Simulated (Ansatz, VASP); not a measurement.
**Zn in VASP and in Ansatz**

The input INCAR:

```
ALGO     = Normal         # electronic algorithm
EDIFF    = 1E-6           # SCF threshold, eV
ENCUT    = 520            # plane-wave cutoff, eV
ISIF     = 2              # what is computed and relaxed
ISMEAR   = -1             # smearing method
LASPH    = T              # aspherical terms in the spheres
LCHARG   = F              # write CHGCAR
LREAL    = F              # projectors in reciprocal space
LWAVE    = F              # write WAVECAR
NBANDS   = 19             # bands
NELM     = 60             # most SCF steps
PREC     = Accurate       # precision mode
SIGMA    = 0.1            # smearing width, eV
```

The input KPOINTS:

```
k-points
0
Gamma
  17 17 9
```

The input POSCAR:

```
Zn
1.0
   -1.9324161244      1.6173333108      1.2971246867
    1.6173333108     -1.9324161244      1.2971246867
    3.2766264712      3.2766264712     -1.8741994369
Zn
2
Direct
    0.9505988317      0.0494011683      1.0000000000
    0.7994011683      0.2005988317      0.5000000000
```

Input for Ansatz:

```yaml
crystal:
  lattice:
    - [-1.9324161244, 1.6173333108, 1.2971246867]
    - [1.6173333108, -1.9324161244, 1.2971246867]
    - [3.2766264712, 3.2766264712, -1.8741994369]
  atoms:
    - { symbol: Zn, position: [0.9505988317, 0.0494011683, 1.0] }
    - { symbol: Zn, position: [0.7994011683, 0.2005988317, 0.5] }
hamiltonian:
  xc: lda
  pseudopotentials:
    kind: paw
    azcp:
      Zn: "pseudopotentials/Zn.paw.azcp"
basis:
  ecutwfc: 420
  fft_grid_basis: typed
kpoints:
  mp_grid: { grid: [17, 17, 9], shift: [0, 0, 0] }
magnetization:
  spin_polarized: false
scf:
  occupations: { method: fermi_dirac, width: 0.1 }
  lower_state_search: "off"
output:
  stress: true
  write_density: true
  write_potential: true
  elf: true
  volumetric_format: npy
```

Alike in both runs: task single point; functional LDA; k mesh 17 × 17 × 9; occupations fermi-dirac, width 0.1 eV; no spin polarisation.

|  | VASP | Ansatz |
| --- | --- | --- |
| version | VASP 6.6.1 | Ansatz 0.2.0 |
| potentials or method | VASP PAW LDA potentials, release 64 (Zn), cutoff 520 eV | plane waves (420 eV) with PAW, scalar-relativistic |
| valence electrons in the cell | 24 | 24 |

```csv
,VASP,Ansatz,Ansatz less VASP
pressure (GPa),-3.1,-3.7,-0.61
"traceless stress, the component that is largest in VASP (GPa)",0.72,0.62,-0.102
```

Ansatz warns that its potentials were made for another functional, while VASP's fit it. LDA's correlation is that of Perdew and Zunger in VASP and of Perdew and Wang (1992) in Ansatz.
